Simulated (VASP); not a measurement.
A run of VASP 6.6.1 is set up as follows.

File INCAR:

```
SYSTEM = Nb
ALGO = Normal
EDIFF = 1E-6
ENCUT = 500
GGA = PS
GGA_COMPAT = .False.
ISIF = 2
ISMEAR = 1
IVDW = 12
LASPH = .True.
LCHARG = .True.
LELF = .True.
LREAL = .False.
LVHAR = .True.
LWAVE = .False.
NBANDS = 12
NELM = 120
PREC = Accurate
SIGMA = 0.1
```

KPOINTS

```
k-points
0
Gamma
  9 9 9
  0 0 0
```

The input POSCAR:

```
Nb
1.0
    0.0000000000      2.1150000000      2.1150000000
    2.1150000000      0.0000000000      2.1150000000
    2.1150000000      2.1150000000      0.0000000000
Nb
1
Direct
    0.0000000000      0.0000000000      0.0000000000
```

Potentials or basis: VASP PAW PBE potentials, release 64 (Nb_sv).

The run is started by

```sh
$ cat potpaw_PBE.64/Nb_sv/POTCAR > POTCAR
$ mpirun -np 1 vasp_std > vasp.out
```

(1) Predict the pressure.

(2) Estimate the dispersion energy per atom.

## Answers

(1) -12.1 GPa.

(2) -0.715 eV.

Caveat: three body term missing; the PAW data sets were made with another functional, which shifts forces and pressure a little; pairwise dispersion overbinds metals, which lowers pressure and volume.
